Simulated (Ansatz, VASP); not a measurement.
# Two plane-wave programs on Ba7O

Contents of INCAR:

```
SYSTEM = Ba7O
PREC     = Accurate       ! precision mode
ENCUT    = 520            ! plane-wave cutoff, eV
EDIFF    = 1E-6           ! SCF threshold, eV
ISMEAR   = 0              ! smearing method
SIGMA    = 0.1            ! smearing width, eV
LREAL    = .False.        ! projectors in reciprocal space
LASPH    = .True.         ! aspherical terms in the spheres
NELM     = 150            ! most SCF steps
ALGO     = Normal         ! electronic algorithm
ISIF     = 2              ! what is computed and relaxed
LWAVE    = .False.        ! write WAVECAR
LCHARG   = .False.        ! write CHGCAR
ISPIN    = 2              ! spin polarisation
MAGMOM   = 0 0 0 0 0 0 0 1 ! initial moments
LORBIT   = 11             ! projections on sites
GGA      = PE             ! functional
NBANDS   = 52             ! bands
```

The input KPOINTS:

```
Automatic mesh
0
Gamma
  3 3 3
  0 0 0
```

Contents of POSCAR:

```
Ba7O
1.0
    3.4855716900      2.0123957500      6.3476164400
   -3.4855716900      2.0123957500      6.3476164400
    0.0000000000     -4.0247915000      6.3476164400
Ba O
7 1
Direct
    0.5000000000      0.5000000000      0.0000000000
    0.0000000000      0.5000000000      0.5000000000
    0.5000000000      0.0000000000      0.5000000000
    0.5000000000      0.5000000000      0.5000000000
    0.0000000000      0.0000000000      0.5000000000
    0.5000000000      0.0000000000      0.0000000000
    0.0000000000      0.5000000000      0.0000000000
    0.0000000000      0.0000000000      0.0000000000
```

Input for Ansatz:

```yaml
crystal:
  lattice:
    - [3.48557169, 2.01239575, 6.34761644]
    - [-3.48557169, 2.01239575, 6.34761644]
    - [0.0, -4.0247915, 6.34761644]
  atoms:
    - { symbol: Ba, position: [0.5, 0.5, 0.0] }
    - { symbol: Ba, position: [0.0, 0.5, 0.5] }
    - { symbol: Ba, position: [0.5, 0.0, 0.5] }
    - { symbol: Ba, position: [0.5, 0.5, 0.5] }
    - { symbol: Ba, position: [0.0, 0.0, 0.5] }
    - { symbol: Ba, position: [0.5, 0.0, 0.0] }
    - { symbol: Ba, position: [0.0, 0.5, 0.0] }
    - { symbol: O, position: [0.0, 0.0, 0.0], spin: 1.0 }
basis:
  ecutwfc: 420
kpoints:
  mp_grid: { grid: [3, 3, 3] }
hamiltonian:
  xc: pbe
scf:
  occupations: { method: gaussian, width: 0.1 }
  lower_state_search: "off"
output:
  forces: true
  stress: true
  eigenvalues: true
  populations: true
magnetization:
  spin_polarized: true
```

Alike in both runs: task single point; functional PBE; k mesh 3 × 3 × 3; occupations gaussian, width 0.1 eV; collinear spin.

|  | VASP | Ansatz |
| --- | --- | --- |
| version | VASP 6.6.1 | Ansatz 0.2.0 |
| potentials or method | VASP PAW PBE potentials, release 64 (Ba_sv, O), cutoff 520 eV | scalar-relativistic, plane waves, PAW |
| valence electrons in the cell | 76 | 76 |

```csv
,VASP,Ansatz,Ansatz less VASP
gap on the k mesh at the Fermi level (eV),none,none,-
pressure (GPa),7.2,6.1,-1.10
"traceless stress, the component that is largest in VASP (GPa)",-2.16,-1.91,+0.253
net moment per atom (μB),0.00,0.00,0.000
```

A gap of «none» marks a metal or a gap that the smearing closes. Ansatz's warnings: seeded moment not kept.

The k mesh is coarse, so the values compare programs but aren't converged. Spin-orbit coupling is off throughout.
